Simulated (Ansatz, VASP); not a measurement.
Two plane-wave programs on NaCl

INCAR

```
SYSTEM = NaCl
ALGO     = Normal         ! electronic algorithm
EDIFF    = 1E-6           ! SCF threshold, eV
ENCUT    = 500            ! plane-wave cutoff, eV
GGA      = PE             ! functional
GGA_COMPAT= .False.      
ISIF     = 2              ! what is computed and relaxed
ISMEAR   = 0              ! smearing method
LASPH    = .True.         ! aspherical terms in the spheres
LCHARG   = .True.         ! write CHGCAR
LELF     = .True.         ! ELF
LREAL    = .False.        ! projectors in reciprocal space
LVHAR    = .True.       
LWAVE    = .False.        ! write WAVECAR
NBANDS   = 14             ! bands
NELM     = 120            ! most SCF steps
PREC     = Accurate       ! precision mode
SIGMA    = 0.01           ! smearing width, eV
```

File KPOINTS:

```
k-points
0
Gamma
  4 4 4
  0 0 0
```

POSCAR

```
NaCl
1.0
    0.0000000000      2.8100000000      2.8100000000
    2.8100000000      0.0000000000      2.8100000000
    2.8100000000      2.8100000000      0.0000000000
Na Cl
1 1
Direct
   -0.0005391945     -0.0015518351      0.0006340107
    0.5003496744      0.5010063842      0.4995888353
```

Input for Ansatz:

```yaml
crystal:
  lattice:
    - [0.0, 2.81, 2.81]
    - [2.81, 0.0, 2.81]
    - [2.81, 2.81, 0.0]
  atoms:
    - { symbol: Na, position: [-0.0005391945184763851, -0.0015518350865109116, 0.0006340107463422333] }
    - { symbol: Cl, position: [0.5003496744091872, 0.5010063842479304, 0.49958883533339676] }
basis:
  ecutwfc: 420.0
kpoints:
  mp_grid:
    grid: [4, 4, 4]
hamiltonian:
  xc: pbe
scf:
  occupations:
    method: fixed
output:
  forces: true
```

Alike in both runs: task single point; functional PBE; k mesh 4 × 4 × 4; no spin polarisation.

|  | VASP | Ansatz |
| --- | --- | --- |
| version | VASP 6.6.1 | Ansatz 0.2.0 |
| potentials or method | VASP PAW PBE potentials, release 64 (Na_pv, Cl), cutoff 500 eV | plane waves, PAW |
| occupations | gaussian, width 0.01 eV | fixed |
| valence electrons in the cell | 14 | 16 |

```tsv
	VASP	Ansatz	Ansatz less VASP
rms of the force components (eV/Å)	0.009	0.009	0.0000
```

Atom by atom the forces differ by 0.000 eV/Å (rms over components). VASP's potentials hold 14 valence electrons a cell and Ansatz's 16, so a difference there can come from the potentials and not from the codes.

The k mesh is coarse, so the values compare programs but aren't converged.
